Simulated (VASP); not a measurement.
# HfN (P6_3/mmc) in VASP: a series of runs, part 2 of 2

VASP 6.6.1.

### Step 4. Single point, PBEsol

This run uses another cell than the first one, of 11.22 Å³/atom.

Contents of INCAR:

```
SYSTEM = HfN
PREC = Accurate ; ENCUT = 520
EDIFF = 1E-6 ; ISMEAR = 1
SIGMA = 0.15 ; LREAL = .False.
LASPH = .True. ; NELM = 60
ALGO = Normal ; ISIF = 2
LWAVE = .False. ; LCHARG = .False.
GGA = PS ; NBANDS = 23
```

Contents of KPOINTS:

```
regular mesh
0
Gamma
  9 9 5
  0 0 0
```

Contents of POSCAR:

```
HfN
1.0
    3.1074550760      0.0000000000      0.0000000000
   -1.5537275380      2.6911350369      0.0000000000
    0.0000000000      0.0000000000      5.3655694609
Hf N
2 2
Direct
    0.6666666667      0.3333333333      0.7500000000
    0.3333333333      0.6666666667      0.2500000000
    0.0000000000      0.0000000000      0.0000000000
    0.0000000000      0.0000000000      0.5000000000
```

Potentials or basis: VASP PAW PBE potentials, release 64 (Hf_pv, N).

Command:

```bash
$ cat potpaw_PBE.64/Hf_pv/POTCAR potpaw_PBE.64/N/POTCAR > POTCAR
$ mpirun -np 1 vasp_std > vasp.out
```

OUTCAR:

```text
SYSTEM = HfN
   PREC = Accurate
   ENCUT = 520
   EDIFF = 1E-6
   ISMEAR = 1
   LREAL = .False.
   LASPH = .True.
   NELM = 60
   ISIF = 2
   GGA = PS

 ion  position               nearest neighbor table
   1  0.667  0.333  0.750-   3 2.24   4 2.24   3 2.24   4 2.24   3 2.24   4 2.24   2 3.23   2 3.23
                             2 3.23   2 3.23   2 3.23   2 3.23
   2  0.333  0.667  0.250-   3 2.24   4 2.24   3 2.24   4 2.24   3 2.24   4 2.24   1 3.23   1 3.23
                             1 3.23   1 3.23   1 3.23   1 3.23
   3  0.000  0.000  0.000-   1 2.24   2 2.24   2 2.24   1 2.24   1 2.24   2 2.24
   4  0.000  0.000  0.500-   1 2.24   2 2.24   2 2.24   1 2.24   1 2.24   2 2.24

  LATTYP: Found a hexagonal cell.
 ALAT       =     3.1074550760
 C/A-ratio  =     1.7266764377

  Lattice vectors:

 A1 = (   3.1074550760,   0.0000000000,   0.0000000000)
 A2 = (  -1.5537275380,   2.6911350369,   0.0000000000)
 A3 = (   0.0000000000,   0.0000000000,   5.3655694609)

Analysis of symmetry for initial positions (statically):
=====================================================================
 Subroutine PRICEL returns:
 Original cell was already a primitive cell.

 Routine SETGRP: Setting up the symmetry group for a
 hexagonal supercell.

 Subroutine GETGRP returns: Found 24 space group operations
 (whereof 12 operations were pure point group operations)
 out of a pool of 24 trial point group operations.

The static configuration has the point symmetry D_3d.
 The point group associated with its full space group is D_6h.

Analysis of symmetry for dynamics (positions and initial velocities):
=====================================================================
 Subroutine PRICEL returns:
 Original cell was already a primitive cell.

 Routine SETGRP: Setting up the symmetry group for a
 hexagonal supercell.

 Subroutine GETGRP returns: Found 24 space group operations
 (whereof 12 operations were pure point group operations)
 out of a pool of 24 trial point group operations.

The dynamic configuration has the point symmetry D_3d.
 The point group associated with its full space group is D_6h.

 Subroutine INISYM returns: Found 24 space group operations
 (whereof 12 operations are pure point group operations),
 and found     1 'primitive' translations

----------------------------------------------------------------------------------------

                                     Primitive cell

  volume of cell :      44.8700

  direct lattice vectors                    reciprocal lattice vectors
     3.107455076  0.000000000  0.000000000     0.321806744  0.185795210  0.000000000
    -1.553727538  2.691135037  0.000000000     0.000000000  0.371590421  0.000000000
     0.000000000  0.000000000  5.365569461     0.000000000  0.000000000  0.186373507

  length of vectors
     3.107455076  3.107455076  5.365569461     0.371590421  0.371590421  0.186373507

  position of ions in fractional coordinates (direct lattice)
     0.666666667  0.333333333  0.750000000
     0.333333333  0.666666667  0.250000000
     0.000000000  0.000000000  0.000000000
     0.000000000  0.000000000  0.500000000

  ion indices of the primitive-cell ions
   primitive index   ion index
                 1           1
                 2           2
                 3           3
                 4           4

[... 25 lines left out ...]

 Following reciprocal coordinates:
            Coordinates               Weight
  0.000000  0.000000  0.000000      1.000000
  0.111111  0.000000  0.000000      6.000000
  0.222222  0.000000  0.000000      6.000000
  0.333333  0.000000  0.000000      6.000000
  0.444444  0.000000  0.000000      6.000000
  0.111111  0.111111  0.000000      6.000000
[... 16 lines left out ...]
  0.333333  0.222222  0.200000     24.000000
  0.333333  0.333333  0.200000      4.000000
 [... further k-points ...]
   k-points           NKPTS =     36   k-points in BZ     NKDIM =     36   number of bands    NBANDS=     23
   number of dos      NEDOS =    301   number of ions     NIONS =      4
   total plane-waves  NPLWV =  23040
   dimension x,y,z NGX =    24 NGY =   24 NGZ =   40
   dimension x,y,z NGXF=    48 NGYF=   48 NGZF=   80
   ions per type =               2   2
   NGX,Y,Z   is equivalent  to a cutoff of  12.84, 12.84, 12.39 a.u.
   NGXF,Y,Z  is equivalent  to a cutoff of  25.68, 25.68, 24.79 a.u.
 SYSTEM =  HfN
   PREC   = accura    normal or accurate (medium, high low for compatibility)
   ISTART =      0    job   : 0-new  1-cont  2-samecut
   ICHARG =      2    charge: 1-file 2-atom 10-const
   ISPIN  =      1    spin polarized calculation?
   LNONCOLLINEAR =      F non collinear calculations
   LSORBIT =      F    spin-orbit coupling
   LASPH  =      T    aspherical Exc in radial PAW
   ENCUT  =  520.0 eV  38.22 Ry    6.18 a.u.   5.78  5.78  9.98*2*pi/ulx,y,z
   NELM   =     60;   NELMIN=  2; NELMDL= -5     # of ELM steps
   EDIFF  = 0.1E-05   stopping-criterion for ELM
   LREAL  =      F    real-space projection
   EDIFFG = 0.1E-04   stopping-criterion for IOM
   NSW    =      0    number of steps for IOM
   IBRION =     -1    ionic relax: 0-MD 1-quasi-New 2-CG
   NFREE  =      0    steps in history (QN), initial steepest desc. (CG)
   ISIF   =      2    stress and relaxation
   ISYM   =      2    0-nonsym 1-usesym 2-fastsym
   POTIM  = 0.5000    time-step for ionic-motion
   TEBEG  =    0.0;   TEEND  =   0.0 temperature during run
   PSTRESS=    0.0 pullay stress
   NELECT =      30.0000    total number of electrons
   NUPDOWN=      -1.0000    fix difference up-down
   EMIN   =  10.00;   EMAX   =-10.00  energy-range for DOS
   EFERMI =   0.00;   METHOD = LEGACY
   ISMEAR =     1;   SIGMA  =   0.15  broadening in eV -4-tet -1-fermi 0-gaus
   EFERMI_NEDOS =   21; number of points for ismear=-14 and -15
   IALGO  =     38    algorithm
   IMIX   =      4    mixing-type and parameters
     AMIX     =   0.40;   BMIX     =  1.00
     AMIX_MAG =   1.60;   BMIX_MAG =  1.00
  volume/ion in A,a.u.               =      11.22        75.70
  Fermi-wavevector in a.u.,A,eV,Ry     =   1.431517  2.705175 27.881617  2.049241
  Thomas-Fermi vector in A             =   2.551245
   LORBIT       =      0    0 simple, 1 ext, 2 COOP (PROOUT), +10 PAW based schemes
   GGA     = PS    functional components
   LHFCALC =     F    Hartree Fock is set to
   AEXX    =    0.0000 exact exchange contribution
   IVDW    =     0    specifies the selected vdW correction
   LEPSILON=     F    determine dielectric tensor
   LRPA    =     F    only Hartree local field effects (RPA)
 non-spin polarized calculation
 Methfessel and Paxton  Order N= 1 SIGMA  =   0.15
  energy-cutoff  :      520.00
  volume of cell :       44.87
 maximum number of plane-waves:      1217
 NGX is ok and might be reduce to    24
   NGX = 11   NGY = 11   NGZ = 19

 number of electron      29.9999998 magnetization

 Free energy of the ion-electron system (eV)
  ---------------------------------------------------
  ext. energy  EPLUGINS =         0.00000000
  ---------------------------------------------------
  free energy    TOTEN  =       -45.85700736 eV

  energy without entropy =      -45.85404217  energy(sigma->0) =      -45.85601896

 E-fermi :   8.1019     XC(G=0): -13.0417

 val. band max:        8.0538848994   @ k =   0.3333   0.0000   0.4000
 cond. band min:       8.1209198511   @ k =   0.3333   0.3333   0.0000
 fundamental gap:      0.0670349517
 Fermi energy:         8.1018860929

 k-point     1 :       0.0000    0.0000    0.0000
  band No.  band energies     occupation
      1     -23.6324      2.00000
      2     -22.6660      2.00000
      3     -22.5641      2.00000
      4     -22.5641      2.00000
      5     -22.4970      2.00000
      6     -22.4970      2.00000
[... 613 lines left out ...]
     22      14.3835      0.00000
     23      16.0272      0.00000

 [... further k-points ...]

------------------------ aborting loop because EDIFF is reached ----------------------------------------

  FORCE on cell =-STRESS in cart. coord.  units (eV):
  Direction    XX          YY          ZZ          XY          YZ          ZX
  --------------------------------------------------------------------------------------
  -------------------------------------------------------------------------------------
  Total        0.8028962      0.8028962      0.8572135      0.0000000      0.0000000      0.0000000
  in kB       28.6690839     28.6690839     30.6085964      0.0000000      0.0000000      0.0000000
  external PRESSURE =      29.3155881 kB  Pullay stress =       0.0000000 kB

 VOLUME and BASIS-vectors are now :
 -----------------------------------------------------------------------------
  energy-cutoff  :      520.00
  volume of cell :       44.87
      direct lattice vectors                 reciprocal lattice vectors
     3.107455076  0.000000000  0.000000000     0.321806744  0.185795210  0.000000000
    -1.553727538  2.691135037  0.000000000     0.000000000  0.371590421  0.000000000
     0.000000000  0.000000000  5.365569461     0.000000000  0.000000000  0.186373507

 POSITION                                       TOTAL-FORCE (eV/Angst)
 -----------------------------------------------------------------------------------
      1.55373      0.89705      4.02418         0.000000     -0.000000      0.000000
     -0.00000      1.79409      1.34139        -0.000000      0.000000      0.000000
      0.00000      0.00000      0.00000         0.000000      0.000000      0.000000
      0.00000      0.00000      2.68278         0.000000      0.000000      0.000000
 -----------------------------------------------------------------------------------
    total drift:                               -0.000000      0.000000     -0.000000

  FREE ENERGIE OF THE ION-ELECTRON SYSTEM (eV)
  ---------------------------------------------------
  free  energy   TOTEN  =       -45.8570073587 eV

  energy  without entropy=      -45.8540421667  energy(sigma->0) =      -45.85601896
```

stdout:

```text
POSCAR found type information on POSCAR HfN
 POSCAR found :  2 types and       4 ions
 scaLAPACK will be used
 -----------------------------------------------------------------------------
|                                                                             |
|                                                                             |
|     You enforced a specific xc type in the INCAR file but a different       |
|     I HOPE YOU KNOW WHAT YOU ARE DOING!                                     |
|                                                                             |
 -----------------------------------------------------------------------------

 LDA part: xc-table for (Slater+PW92), standard interpolation
 POSCAR, INCAR and KPOINTS ok, starting setup
 FFT: planning ... GRIDC
 FFT: planning ... GRID_SOFT
 FFT: planning ... GRID
 WAVECAR not read
 entering main loop
```

It took 45 s on 1 thread of Intel Xeon 8259CL, shared host; peak memory 0.18 GiB.

What came out:

```
Free energy            : -45.8570 eV
Pressure               : 2.9 GPa
Band gap on the k mesh : zero (bands 15 and 16 overlap by 1.74 eV)
```

Levels at points of the mesh, in eV from the Fermi level:
```tsv
k point	band 13	band 14	band 15	band 16	band 17	band 18
(0.00, 0.00, 0.00)	-3.76	-1.81	-0.76	0.61	0.61	1.11
```

Caveat: the PAW data sets were made with another functional, which shifts forces and pressure a little; spin-orbit coupling is left out, which moves the levels of the heavy elements.

### Step 5. The runs side by side

```tsv
cell	gap on the mesh (eV)	pressure (GPa)
a = 3.091, b = 3.091, c = 5.337 Å, angles 90.0, 90.0, 120.0°, 4 atoms	none	7.9
a = 3.118, b = 3.118, c = 5.384 Å, angles 90.0, 90.0, 120.0°, 4 atoms	none	-0.1
a = 3.107, b = 3.107, c = 5.366 Å, angles 90.0, 90.0, 120.0°, 4 atoms	none	2.9
```

Alike in all rows: task single point; level PBEsol; potentials or basis VASP PAW PBE potentials, release 64 (Hf_pv, N); no spin polarisation; k mesh 9 × 9 × 5; cutoff (eV) 520; smearing methfessel-paxton 0.15 eV.

Caveats: the PAW data sets were made with another functional, which shifts forces and pressure a little; spin-orbit coupling is left out, which moves the levels of the heavy elements; the cell stands under pressure (at least some runs).

Total energies depend on the potentials used, so only differences within one code and one set of settings carry meaning.
